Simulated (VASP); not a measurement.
# PtC18 in VASP: notebook

Runs on PtC18. Level: PBE. Tasks: single point.

Everything below comes from runs of VASP 6.6.1. Logs are shortened: lines on timing, memory, paths and dates and some standing lists are left out, and cuts for length are marked.

### Step 1. The cell of the first run

The cell holds a slab with vacuum, 19 atoms: a = 7.398 Å, b = 7.398 Å, c = 12.000 Å, α = 90.00°, β = 90.00°, γ = 120.00°.

### Step 2. Single point, PBE

Input file INCAR:

```
PREC = Accurate ; ENCUT = 520
EDIFF = 1E-7 ; ISMEAR = 0
SIGMA = 0.02 ; LREAL = Auto
LASPH = T ; NELM = 100
ALGO = Normal ; ISIF = 2
LWAVE = F ; LCHARG = F
GGA = PE ; NBANDS = 56
```

Input file KPOINTS:

```
regular mesh
0
Gamma
  2 2 1
```

Input file POSCAR:

```
PtC18
1.0
    7.3980000000      0.0000000000      0.0000000000
   -3.6990000000      6.4068560000      0.0000000000
    0.0000000000      0.0000000000     12.0000000000
C Pt
18 1
Direct
   -0.0027596410     -0.0057937062      0.0806787736
    0.2203033534      0.1066187625      0.0805381910
   -0.0026927268      0.3274698371      0.0781392834
    0.2197406129      0.4396871271      0.0797871588
   -0.0021486525      0.6611490126      0.0798259462
    0.2202534452      0.7733381294      0.0781707118
    0.3308938919     -0.0053892562      0.0803593013
    0.5534799734      0.1066081116      0.0806709204
    0.3276383630      0.3254848669      0.0855803193
    0.5517155670      0.4363046926      0.0999979127
    0.3304978576      0.6611430798      0.0798478213
    0.5525886374      0.7753464000      0.0857820765
    0.6641052498     -0.0057851488      0.0807347921
    0.8866801858      0.1062170119      0.0804718422
    0.6649820165      0.3254701685      0.0856837416
    0.8871056869      0.4396876085      0.0797886097
    0.6658353198      0.6644979740      0.1001123713
    0.8899030263      0.7753580688      0.0858003449
    0.6089881334      0.5501737598      0.2630292820
```

Potentials or basis: VASP PAW PBE potentials, release 64 (C, Pt).

Command:

```
cat potpaw_PBE.64/C/POTCAR potpaw_PBE.64/Pt/POTCAR > POTCAR
mpirun -np 1 vasp_std > vasp.out
```

OUTCAR:

```text
PREC = Accurate
   ENCUT = 520
   EDIFF = 1E-7
   ISMEAR = 0
   LREAL = Auto
   LASPH = T
   NELM = 100
   ISIF = 2
   GGA = PE

 ion  position               nearest neighbor table
   1  0.997  0.994  0.081-  18 1.40  14 1.43   2 1.43
   2  0.220  0.107  0.081-   9 1.40   7 1.43   1 1.43
   3  0.997  0.327  0.078-  14 1.42  16 1.43   4 1.43
   4  0.220  0.440  0.080-  11 1.42   9 1.42   3 1.43
   5  0.998  0.661  0.080-  16 1.42   6 1.43  18 1.43
   6  0.220  0.773  0.078-   7 1.42   5 1.43  11 1.43
   7  0.331  0.995  0.080-   6 1.42   8 1.43   2 1.43
   8  0.553  0.107  0.081-  15 1.40   7 1.43  13 1.43
   9  0.328  0.325  0.086-   2 1.40   4 1.42  10 1.45
  10  0.552  0.436  0.100-   9 1.45  15 1.45  17 1.46  19 2.09
  11  0.330  0.661  0.080-   4 1.42  12 1.42   6 1.43
  12  0.553  0.775  0.086-  13 1.40  11 1.42  17 1.45
  13  0.664  0.994  0.081-  12 1.40  14 1.43   8 1.43
  14  0.887  0.106  0.080-   3 1.42   1 1.43  13 1.43
  15  0.665  0.325  0.086-   8 1.40  16 1.43  10 1.45
  16  0.887  0.440  0.080-   5 1.42  15 1.43   3 1.43
  17  0.666  0.664  0.100-  18 1.45  12 1.45  10 1.46  19 2.09
  18  0.890  0.775  0.086-   1 1.40   5 1.43  17 1.45
  19  0.609  0.550  0.263-  17 2.09  10 2.09

  LATTYP: Found a hexagonal cell.
 ALAT       =     7.3980000000
 C/A-ratio  =     1.6220600162

  Lattice vectors:

 A1 = (   7.3980000000,   0.0000000000,   0.0000000000)
 A2 = (  -3.6990000000,   6.4068560000,   0.0000000000)
 A3 = (   0.0000000000,   0.0000000000,  12.0000000000)

Analysis of symmetry for initial positions (statically):
=====================================================================
 Subroutine PRICEL returns:
 Original cell was already a primitive cell.

 Routine SETGRP: Setting up the symmetry group for a
 hexagonal supercell.

 Subroutine GETGRP returns: Found  1 space group operations
 (whereof  1 operations were pure point group operations)
 out of a pool of 24 trial point group operations.

The static configuration has the point symmetry C_1 .

Analysis of symmetry for dynamics (positions and initial velocities):
=====================================================================
 Subroutine PRICEL returns:
 Original cell was already a primitive cell.

 Routine SETGRP: Setting up the symmetry group for a
 hexagonal supercell.

 Subroutine GETGRP returns: Found  1 space group operations
 (whereof  1 operations were pure point group operations)
 out of a pool of 24 trial point group operations.

The dynamic configuration has the point symmetry C_1 .

 Subroutine INISYM returns: Found  1 space group operations
 (whereof  1 operations are pure point group operations),
 and found     1 'primitive' translations

----------------------------------------------------------------------------------------

                                     Primitive cell

  volume of cell :     568.7750

  direct lattice vectors                    reciprocal lattice vectors
     7.398000000  0.000000000  0.000000000     0.135171668  0.078041398  0.000000000
    -3.699000000  6.406856000  0.000000000     0.000000000  0.156082796  0.000000000
     0.000000000  0.000000000 12.000000000     0.000000000  0.000000000  0.083333333

  length of vectors
     7.398000000  7.398000054 12.000000000     0.156082797  0.156082796  0.083333333

  position of ions in fractional coordinates (direct lattice)
     0.997240359  0.994206294  0.080678774
     0.220303353  0.106618762  0.080538191
     0.997307273  0.327469837  0.078139283
     0.219740613  0.439687127  0.079787159
     0.997851348  0.661149013  0.079825946
     0.220253445  0.773338129  0.078170712
[... 11 lines left out ...]
     0.889903026  0.775358069  0.085800345
     0.608988133  0.550173760  0.263029282

  ion indices of the primitive-cell ions
   primitive index   ion index
                 1           1
                 2           2
                 3           3
                 4           4
                 5           5
                 6           6
[... 11 lines left out ...]
                18          18
                19          19

----------------------------------------------------------------------------------------

 KPOINTS: regular mesh

Automatic generation of k-mesh.
 Grid dimensions read from file:
 generate k-points for:    2    2    1

 Generating k-lattice:

  Cartesian coordinates                     Fractional coordinates (reciprocal lattice)
     0.067585834  0.039020699  0.000000000     0.500000000  0.000000000  0.000000000
     0.000000000  0.078041398  0.000000000     0.000000000  0.500000000  0.000000000
     0.000000000  0.000000000  0.083333333     0.000000000  0.000000000  1.000000000

  Length of vectors
     0.078041399  0.078041398  0.083333333

  Shift w.r.t. Gamma in fractional coordinates (k-lattice)
     0.000000000  0.000000000  0.000000000

 Subroutine IBZKPT returns following result:
 ===========================================

 Found      4 irreducible k-points:

 Following reciprocal coordinates:
            Coordinates               Weight
  0.000000  0.000000  0.000000      1.000000
  0.500000  0.000000  0.000000      1.000000
  0.000000  0.500000  0.000000      1.000000
  0.500000  0.500000  0.000000      1.000000
   k-points           NKPTS =      4   k-points in BZ     NKDIM =      4   number of bands    NBANDS=     56
   number of dos      NEDOS =    301   number of ions     NIONS =     19
   total plane-waves  NPLWV = 282240
   dimension x,y,z NGX =    56 NGY =   56 NGZ =   90
   dimension x,y,z NGXF=   112 NGYF=  112 NGZF=  180
   ions per type =              18   1
   NGX,Y,Z   is equivalent  to a cutoff of  12.58, 12.58, 12.47 a.u.
   NGXF,Y,Z  is equivalent  to a cutoff of  25.17, 25.17, 24.94 a.u.
 SYSTEM =  unknown system
   PREC   = accura    normal or accurate (medium, high low for compatibility)
   ISTART =      0    job   : 0-new  1-cont  2-samecut
   ICHARG =      2    charge: 1-file 2-atom 10-const
   ISPIN  =      1    spin polarized calculation?
   LNONCOLLINEAR =      F non collinear calculations
   LSORBIT =      F    spin-orbit coupling
   LASPH  =      T    aspherical Exc in radial PAW
   ENCUT  =  520.0 eV  38.22 Ry    6.18 a.u.  13.76 13.76 22.31*2*pi/ulx,y,z
   NELM   =    100;   NELMIN=  2; NELMDL= -5     # of ELM steps
   EDIFF  = 0.1E-06   stopping-criterion for ELM
   LREAL  =      T    real-space projection
   EDIFFG = 0.1E-05   stopping-criterion for IOM
   NSW    =      0    number of steps for IOM
   IBRION =     -1    ionic relax: 0-MD 1-quasi-New 2-CG
   NFREE  =      0    steps in history (QN), initial steepest desc. (CG)
   ISIF   =      2    stress and relaxation
   ISYM   =      2    0-nonsym 1-usesym 2-fastsym
   POTIM  = 0.5000    time-step for ionic-motion
   TEBEG  =    0.0;   TEEND  =   0.0 temperature during run
   PSTRESS=    0.0 pullay stress
   NELECT =      82.0000    total number of electrons
   NUPDOWN=      -1.0000    fix difference up-down
   EMIN   =  10.00;   EMAX   =-10.00  energy-range for DOS
   EFERMI =   0.00;   METHOD = LEGACY
   ISMEAR =     0;   SIGMA  =   0.02  broadening in eV -4-tet -1-fermi 0-gaus
   EFERMI_NEDOS =   21; number of points for ismear=-14 and -15
   IALGO  =     38    algorithm
   IMIX   =      4    mixing-type and parameters
     AMIX     =   0.40;   BMIX     =  1.00
     AMIX_MAG =   1.60;   BMIX_MAG =  1.00
  volume/ion in A,a.u.               =      29.94       202.01
  Fermi-wavevector in a.u.,A,eV,Ry     =   0.858419  1.622176 10.025902  0.736883
  Thomas-Fermi vector in A             =   1.975621
   LORBIT       =      0    0 simple, 1 ext, 2 COOP (PROOUT), +10 PAW based schemes
   GGA     = PE    functional components
   LHFCALC =     F    Hartree Fock is set to
   AEXX    =    0.0000 exact exchange contribution
   IVDW    =     0    specifies the selected vdW correction
   LEPSILON=     F    determine dielectric tensor
   LRPA    =     F    only Hartree local field effects (RPA)
 non-spin polarized calculation
 Gauss-broadening in eV      SIGMA  =   0.02
  energy-cutoff  :      520.00
  volume of cell :      568.78
 maximum number of plane-waves:     15363
 NGX is ok and might be reduce to    56
   NGX = 27   NGY = 27   NGZ = 45

 number of electron      82.0000001 magnetization

 Free energy of the ion-electron system (eV)
  ---------------------------------------------------
  ext. energy  EPLUGINS =         0.00000000
  ---------------------------------------------------
  free energy    TOTEN  =      -168.00632843 eV

  energy without entropy =     -168.00632843  energy(sigma->0) =     -168.00632843

 E-fermi :  -1.1932     XC(G=0):  -4.2166

 val. band max:       -1.3585989098   @ k =   0.0000   0.0000   0.0000
 cond. band min:      -1.0680814590   @ k =   0.0000   0.0000   0.0000
 fundamental gap:      0.2905174508
 Fermi energy:        -1.1932440210

 k-point     1 :       0.0000    0.0000    0.0000
  band No.  band energies     occupation
      1     -20.9161      2.00000
      2     -18.5456      2.00000
      3     -18.3651      2.00000
      4     -18.2989      2.00000
      5     -18.2743      2.00000
      6     -18.2518      2.00000
[... 45 lines left out ...]
     52       3.6812      0.00000
     53       3.8242      0.00000

 k-point     2 :       0.5000    0.0000    0.0000
  band No.  band energies     occupation
      1     -20.3281      2.00000
      2     -20.1966      2.00000
      3     -18.9941      2.00000
      4     -18.9411      2.00000
      5     -16.6212      2.00000
      6     -16.4843      2.00000
[... 45 lines left out ...]
     52       3.8889      0.00000
     53       4.2545      0.00000

 k-point     3 :       0.0000    0.5000    0.0000
  band No.  band energies     occupation
      1     -20.3113      2.00000
      2     -20.2181      2.00000
      3     -19.0052      2.00000
      4     -18.9223      2.00000
      5     -16.5937      2.00000
      6     -16.4945      2.00000
[... 45 lines left out ...]
     52       3.9486      0.00000
     53       4.2729      0.00000

 k-point     4 :       0.5000    0.5000    0.0000
  band No.  band energies     occupation
      1     -20.3278      2.00000
      2     -20.1970      2.00000
      3     -18.9939      2.00000
      4     -18.9413      2.00000
      5     -16.6210      2.00000
      6     -16.4849      2.00000
[... 45 lines left out ...]
     52       3.8889      0.00000
     53       4.2545      0.00000
 [bands above 53 left out]

------------------------ aborting loop because EDIFF is reached ----------------------------------------

  FORCE on cell =-STRESS in cart. coord.  units (eV):
  Direction    XX          YY          ZZ          XY          YZ          ZX
  --------------------------------------------------------------------------------------
  -------------------------------------------------------------------------------------
  Total        6.9784039      1.4327502      0.0494134     -0.0089551     -0.0130865     -0.0103253
  in kB       19.6574034      4.0359012      0.1391922     -0.0252254     -0.0368631     -0.0290851
  external PRESSURE =       7.9441656 kB  Pullay stress =       0.0000000 kB

 VOLUME and BASIS-vectors are now :
 -----------------------------------------------------------------------------
  energy-cutoff  :      520.00
  volume of cell :      568.78
      direct lattice vectors                 reciprocal lattice vectors
     7.398000000  0.000000000  0.000000000     0.135171668  0.078041398  0.000000000
    -3.699000000  6.406856000  0.000000000     0.000000000  0.156082796  0.000000000
     0.000000000  0.000000000 12.000000000     0.000000000  0.000000000  0.083333333

 POSITION                                       TOTAL-FORCE (eV/Angst)
 -----------------------------------------------------------------------------------
      3.70002      6.36974      0.96815         0.019355      0.015812     -0.003584
      1.23542      0.68309      0.96646        -0.009096     -0.011095      0.004885
      6.16677      2.09805      0.93767         0.007956      0.012731      0.000605
     -0.00076      2.81701      0.95745        -0.008941     -0.003858     -0.004662
      4.93651      4.23589      0.95791        -0.005752      0.000456      0.007476
     -1.23114      4.95467      0.93805         0.008620     -0.011080     -0.001242
[... 11 lines left out ...]
      3.71545      4.96761      1.02960         0.016183     -0.009064     -0.015067
      2.47020      3.52488      3.15635        -0.003098      0.000416      0.085798
 -----------------------------------------------------------------------------------
    total drift:                                0.008877     -0.007291      0.024008

  FREE ENERGIE OF THE ION-ELECTRON SYSTEM (eV)
  ---------------------------------------------------
  free  energy   TOTEN  =      -168.0063284264 eV

  energy  without entropy=     -168.0063284264  energy(sigma->0) =     -168.00632843
```

It took 2.7 min on 1 thread of Intel Xeon 6975P-C (Granite Rapids), shared host; peak memory 0.59 GiB.

What came out:

- Free energy: -168.0063 eV
- Largest force: 0.086 eV/Å
- Band gap on the k mesh: 0.29 eV, direct

Forces on the atoms (eV/Å):
```
C    0.019  0.016 -0.004
C   -0.009 -0.011  0.005
C    0.008  0.013  0.001
C   -0.009 -0.004 -0.005
C   -0.006  0.000  0.007
C    0.009 -0.011 -0.001
C   -0.001  0.008  0.001
C    0.002 -0.011  0.006
C    0.005  0.004  0.004
C   -0.001 -0.027 -0.035
C   -0.016  0.003  0.001
C    0.004 -0.004 -0.006
C   -0.011  0.008  0.000
C   -0.003 -0.003 -0.005
C   -0.008  0.011 -0.008
C    0.005 -0.004  0.004
C   -0.001  0.020 -0.037
C    0.016 -0.009 -0.015
Pt  -0.003  0.000  0.086
```

Caveat: the k points lie up to 0.49 Å⁻¹ apart; spin-orbit coupling is left out, which moves the levels of the heavy elements.

[end of part 1 of 2]
